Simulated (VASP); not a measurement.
# Rh12Cl in VASP: single point with PBE+D3(BJ)

Aim: the single point of Rh12Cl with PBE+D3(BJ).

All numbers are computed with VASP 6.6.1; they aren't measurements. Logs are shortened: lines on timing, memory, paths and dates and some standing lists are left out, and cuts for length are marked.

**1. The cell of the first run**

The cell holds a slab with vacuum, 13 atoms: a = 5.365 Å, b = 5.365 Å, c = 21.694 Å, α = 90.00°, β = 90.00°, γ = 120.00°.

**2. Single point, PBE+D3(BJ)**

INCAR reads:

```
PREC = Accurate ; ENCUT = 520
EDIFF = 1E-6 ; ISMEAR = 0
SIGMA = 0.1 ; LREAL = F
LASPH = T ; NELM = 80
ALGO = Normal ; ISIF = 2
LWAVE = F ; LCHARG = F
LDIPOL = T ; IDIPOL = 3
DIPOL = 0.5 0.5 0.303 ; GGA = PE
IVDW = 12 ; NBANDS = 106
```

KPOINTS reads:

```
regular mesh
0
Gamma
  6 6 1
```

POSCAR reads:

```
Rh12Cl
1.0
    5.3650160462      0.0000000000      0.0000000000
   -2.6825080231      4.6462401878      0.0000000000
    0.0000000000      0.0000000000     21.6939918225
Rh Cl
12 1
Direct
    0.3333333333      0.1666666667      0.1843828482
    0.3333333333      0.6666666667      0.1843828482
    0.8333333333      0.1666666667      0.1843828482
    0.8333333333      0.6666666667      0.1843828482
    0.1666666667      0.3333333333      0.2833554855
    0.1666666667      0.8333333333      0.2833554855
    0.6666666667      0.3333333333      0.2833554855
    0.6666666667      0.8333333333      0.2833554855
    0.0000000000      0.0000000000      0.3823174587
    0.0000000000      0.5000000000      0.3823174587
    0.5000000000      0.0000000000      0.3823174587
    0.5000000000      0.5000000000      0.3823174587
    0.3333333333      0.1666666667      0.5390428796
```

Potentials or basis: VASP PAW PBE potentials, release 64 (Rh_pv, Cl).

Launch:

```bash
cat potpaw_PBE.64/Rh_pv/POTCAR potpaw_PBE.64/Cl/POTCAR > POTCAR
mpirun -np 1 vasp_std > vasp.out
```

OUTCAR:

```text
PREC = Accurate
   ENCUT = 520
   EDIFF = 1E-6
   ISMEAR = 0
   LREAL = F
   LASPH = T
   NELM = 80
   ISIF = 2
   GGA = PE
   IVDW = 12
 IVDW          = 12

 ion  position               nearest neighbor table
   1  0.333  0.167  0.184-   5 2.65   7 2.65   6 2.65   3 2.68   3 2.68   2 2.68   2 2.68   4 2.68
                             4 2.68
   2  0.333  0.667  0.184-   6 2.65   8 2.65   5 2.65   4 2.68   4 2.68   3 2.68   1 2.68   1 2.68
                             3 2.68
   3  0.833  0.167  0.184-   7 2.65   5 2.65   8 2.65   1 2.68   1 2.68   2 2.68   4 2.68   4 2.68
                             2 2.68
   4  0.833  0.667  0.184-   8 2.65   6 2.65   7 2.65   2 2.68   2 2.68   1 2.68   3 2.68   3 2.68
                             1 2.68
   5  0.167  0.333  0.283-  12 2.65   9 2.65  10 2.65   1 2.65   3 2.65   2 2.65   7 2.68   7 2.68
                             6 2.68   6 2.68   8 2.68   8 2.68
   6  0.167  0.833  0.283-  11 2.65  10 2.65   9 2.65   2 2.65   4 2.65   1 2.65   8 2.68   8 2.68
                             7 2.68   5 2.68   5 2.68   7 2.68
   7  0.667  0.333  0.283-  10 2.65  11 2.65  12 2.65   3 2.65   1 2.65   4 2.65   5 2.68   5 2.68
                             6 2.68   8 2.68   8 2.68   6 2.68
   8  0.667  0.833  0.283-   9 2.65  12 2.65  11 2.65   4 2.65   2 2.65   3 2.65   6 2.68   6 2.68
                             5 2.68   7 2.68   7 2.68   5 2.68
   9  0.000  0.000  0.382-   8 2.65   5 2.65   6 2.65  11 2.68  11 2.68  12 2.68  10 2.68  10 2.68
                            12 2.68
  10  0.000  0.500  0.382-   7 2.65   6 2.65   5 2.65  12 2.68  12 2.68   9 2.68   9 2.68  11 2.68
                            11 2.68
  11  0.500  0.000  0.382-   6 2.65   7 2.65   8 2.65   9 2.68   9 2.68  12 2.68  12 2.68  10 2.68
                            10 2.68
  12  0.500  0.500  0.382-   5 2.65   8 2.65   7 2.65  10 2.68  10 2.68  11 2.68  11 2.68   9 2.68
                             9 2.68
  13  0.333  0.167  0.539-

  LATTYP: Found a hexagonal cell.
 ALAT       =     5.3650160462
 C/A-ratio  =     4.0436024116

  Lattice vectors:

 A1 = (   5.3650160462,   0.0000000000,   0.0000000000)
 A2 = (  -2.6825080231,   4.6462401878,   0.0000000000)
 A3 = (   0.0000000000,   0.0000000000,  21.6939918225)

Analysis of symmetry for initial positions (statically):
=====================================================================
 Subroutine PRICEL returns:
 Original cell was already a primitive cell.

 Routine SETGRP: Setting up the symmetry group for a
 hexagonal supercell.

 Subroutine GETGRP returns: Found  6 space group operations
 (whereof  2 operations were pure point group operations)
 out of a pool of 24 trial point group operations.

The static configuration has the point symmetry C_1h.
 The point group associated with its full space group is C_3v.

Analysis of symmetry for dynamics (positions and initial velocities):
=====================================================================
 Subroutine PRICEL returns:
 Original cell was already a primitive cell.

 Routine SETGRP: Setting up the symmetry group for a
 hexagonal supercell.

 Subroutine GETGRP returns: Found  6 space group operations
 (whereof  2 operations were pure point group operations)
 out of a pool of 24 trial point group operations.

The dynamic configuration has the point symmetry C_1h.
 The point group associated with its full space group is C_3v.

 Subroutine INISYM returns: Found  6 space group operations
 (whereof  2 operations are pure point group operations),
 and found     1 'primitive' translations

----------------------------------------------------------------------------------------

                                     Primitive cell

  volume of cell :     540.7695

  direct lattice vectors                    reciprocal lattice vectors
     5.365016046  0.000000000  0.000000000     0.186392732  0.107613894  0.000000000
    -2.682508023  4.646240188  0.000000000     0.000000000  0.215227788  0.000000000
     0.000000000  0.000000000 21.693991822     0.000000000  0.000000000  0.046095712

  length of vectors
     5.365016046  5.365016046 21.693991822     0.215227788  0.215227788  0.046095712

  position of ions in fractional coordinates (direct lattice)
     0.333333333  0.166666667  0.184382848
     0.333333333  0.666666667  0.184382848
     0.833333333  0.166666667  0.184382848
     0.833333333  0.666666667  0.184382848
     0.166666667  0.333333333  0.283355486
[... 38 lines left out ...]
     0.000000000  0.000000000  0.046095712     0.000000000  0.000000000  1.000000000

  Length of vectors
     0.035871298  0.035871298  0.046095712

  Shift w.r.t. Gamma in fractional coordinates (k-lattice)
     0.000000000  0.000000000  0.000000000

 Subroutine IBZKPT returns following result:
 ===========================================

 Found      7 irreducible k-points:

 Following reciprocal coordinates:
            Coordinates               Weight
  0.000000  0.000000  0.000000      1.000000
  0.166667  0.000000  0.000000      6.000000
  0.333333  0.000000  0.000000      6.000000
  0.500000  0.000000  0.000000      3.000000
  0.166667  0.166667  0.000000      6.000000
  0.333333  0.166667  0.000000     12.000000
  0.333333  0.333333  0.000000      2.000000
   k-points           NKPTS =      7   k-points in BZ     NKDIM =      7   number of bands    NBANDS=    106
   number of dos      NEDOS =    301   number of ions     NIONS =     13
   total plane-waves  NPLWV = 259200
   dimension x,y,z NGX =    40 NGY =   40 NGZ =  162
   dimension x,y,z NGXF=    80 NGYF=   80 NGZF=  324
   ions per type =              12   1
   NGX,Y,Z   is equivalent  to a cutoff of  12.39, 12.39, 12.41 a.u.
   NGXF,Y,Z  is equivalent  to a cutoff of  24.79, 24.79, 24.83 a.u.
 SYSTEM =  unknown system
   PREC   = accura    normal or accurate (medium, high low for compatibility)
   ISTART =      0    job   : 0-new  1-cont  2-samecut
   ICHARG =      2    charge: 1-file 2-atom 10-const
   ISPIN  =      1    spin polarized calculation?
   LNONCOLLINEAR =      F non collinear calculations
   LSORBIT =      F    spin-orbit coupling
   LASPH  =      T    aspherical Exc in radial PAW
   ENCUT  =  520.0 eV  38.22 Ry    6.18 a.u.   9.98  9.98 40.34*2*pi/ulx,y,z
   NELM   =     80;   NELMIN=  2; NELMDL= -5     # of ELM steps
   EDIFF  = 0.1E-05   stopping-criterion for ELM
   LREAL  =      F    real-space projection
[... 7 lines left out ...]
   TEBEG  =    0.0;   TEEND  =   0.0 temperature during run
   PSTRESS=    0.0 pullay stress
   NELECT =     187.0000    total number of electrons
   NUPDOWN=      -1.0000    fix difference up-down
   EMIN   =  10.00;   EMAX   =-10.00  energy-range for DOS
   EFERMI =   0.00;   METHOD = LEGACY
   ISMEAR =     0;   SIGMA  =   0.10  broadening in eV -4-tet -1-fermi 0-gaus
   EFERMI_NEDOS =   21; number of points for ismear=-14 and -15
   IALGO  =     38    algorithm
   IMIX   =      4    mixing-type and parameters
     AMIX     =   0.40;   BMIX     =  1.00
     AMIX_MAG =   1.60;   BMIX_MAG =  1.00
  volume/ion in A,a.u.               =      41.60       280.71
  Fermi-wavevector in a.u.,A,eV,Ry     =   1.149083  2.171452 17.965013  1.320391
  Thomas-Fermi vector in A             =   2.285754
   LORBIT       =      0    0 simple, 1 ext, 2 COOP (PROOUT), +10 PAW based schemes
   GGA     = PE    functional components
   LHFCALC =     F    Hartree Fock is set to
   AEXX    =    0.0000 exact exchange contribution
   IVDW    =    12    specifies the selected vdW correction
   LEPSILON=     F    determine dielectric tensor
   LRPA    =     F    only Hartree local field effects (RPA)
 non-spin polarized calculation
 Gauss-broadening in eV      SIGMA  =   0.10
  energy-cutoff  :      520.00
  volume of cell :      540.77
 maximum number of plane-waves:     14604
 NGX is ok and might be reduce to    40
   NGX = 19   NGY = 19   NGZ = 81

 dipolmoment           0.000000      0.000000     -0.073497 electrons x Angstroem

 number of electron     187.0000010 magnetization

 dipolmoment           0.000000      0.000000      0.429354 electrons x Angstroem

 Free energy of the ion-electron system (eV)
  ---------------------------------------------------
  ext. energy  EPLUGINS =         0.00000000
  ---------------------------------------------------
  free energy    TOTEN  =       -82.18033704 eV

  energy without entropy =      -82.07929384  energy(sigma->0) =      -82.12981544

 E-fermi :  -0.4843     XC(G=0):  -5.6657

 val. band max:       -0.4930983696   @ k =   0.3333   0.3333   0.0000
 cond. band min:      -0.4735932661   @ k =   0.1667   0.1667   0.0000
 fundamental gap:      0.0195051035
 Fermi energy:        -0.4842724277

 k-point     1 :       0.0000    0.0000    0.0000
  band No.  band energies     occupation
      1     -47.6988      2.00000
      2     -47.6988      2.00000
      3     -47.6820      2.00000
      4     -47.5813      2.00000
      5     -47.4949      2.00000
      6     -47.4748      2.00000
[... 745 lines left out ...]
    104       0.3224      0.00000
    105       0.3246      0.00000
 [bands above 105 left out]

------------------------ aborting loop because EDIFF is reached ----------------------------------------

 vacuum level on the upper side and lower side of the slab       (xc-potential included)         1.449        -1.571

 Edisp (eV)   -5.39529

 E8    (eV) :    -2.5160

  FORCE on cell =-STRESS in cart. coord.  units (eV):
  Direction    XX          YY          ZZ          XY          YZ          ZX
  --------------------------------------------------------------------------------------
  -------------------------------------------------------------------------------------
  Total      -5.85980    -5.85980    -5.78292     0.00000    -0.00000     0.00000
  in kB     -17.36126   -17.36126   -17.13349     0.00000    -0.00000     0.00000
  external pressure =      -17.29 kB  Pullay stress =        0.00 kB

 VOLUME and BASIS-vectors are now :
 -----------------------------------------------------------------------------
  energy-cutoff  :      520.00
  volume of cell :      540.77
      direct lattice vectors                 reciprocal lattice vectors
     5.365016046  0.000000000  0.000000000     0.186392732  0.107613894  0.000000000
    -2.682508023  4.646240188  0.000000000     0.000000000  0.215227788  0.000000000
     0.000000000  0.000000000 21.693991822     0.000000000  0.000000000  0.046095712

 POSITION                                       TOTAL-FORCE (eV/Angst)
 -----------------------------------------------------------------------------------
      1.34125      0.77437      4.00000        -0.000000      0.000000     -0.009453
     -0.00000      3.09749      4.00000         0.014941      0.008626     -0.006625
      4.02376      0.77437      4.00000        -0.000000     -0.017253     -0.006625
      2.68251      3.09749      4.00000        -0.014941      0.008626     -0.006625
      0.00000      1.54875      6.14711        -0.007907      0.004565      0.020362
     -1.34125      3.87187      6.14711        -0.000000     -0.009130      0.020362
      2.68251      1.54875      6.14711         0.007907      0.004565      0.020362
      1.34125      3.87187      6.14711        -0.000000      0.000000      0.297825
      0.00000      0.00000      8.29399         0.063557      0.036695      0.376700
     -1.34125      2.32312      8.29399        -0.000000      0.000000      0.033437
      2.68251      0.00000      8.29399        -0.063557      0.036695      0.376700
      1.34125      2.32312      8.29399         0.000000     -0.073390      0.376700
      1.34125      0.77437     11.69399        -0.000000      0.000000     -1.493119
 -----------------------------------------------------------------------------------
    total drift:                               -0.000003      0.000001     -0.001414

  FREE ENERGIE OF THE ION-ELECTRON SYSTEM (eV)
  ---------------------------------------------------
  free  energy   TOTEN  =       -87.5756264242 eV

  energy  without entropy=      -87.4745832208  energy(sigma->0) =      -87.52510482

 vacuum level on the upper side and lower side of the slab         7.632         4.514
```

Run time: 37 min. Hardware: 1 thread of Intel Xeon Platinum 8259CL at 2.50GHz (Skylake/Cascade Lake), shared host; peak memory 0.72 GiB.

Results:

- Free energy: -87.5756 eV
- Largest force: 1.493 eV/Å
- Band gap on the k mesh: zero (an odd number of electrons rules out a gap without spin polarisation)
- Dispersion energy per atom: -0.415 eV

Forces on the atoms (eV/Å):
```
Rh   0.000  0.000 -0.009
Rh   0.015  0.009 -0.007
Rh   0.000 -0.017 -0.007
Rh  -0.015  0.009 -0.007
Rh  -0.008  0.005  0.020
Rh   0.000 -0.009  0.020
Rh   0.008  0.005  0.020
Rh   0.000  0.000  0.298
Rh   0.064  0.037  0.377
Rh   0.000  0.000  0.033
Rh  -0.064  0.037  0.377
Rh   0.000 -0.073  0.377
Cl   0.000  0.000 -1.493
```

Caveat: an odd number of electrons without spin polarisation forces a metal; a magnetic or distorted state may lie lower.
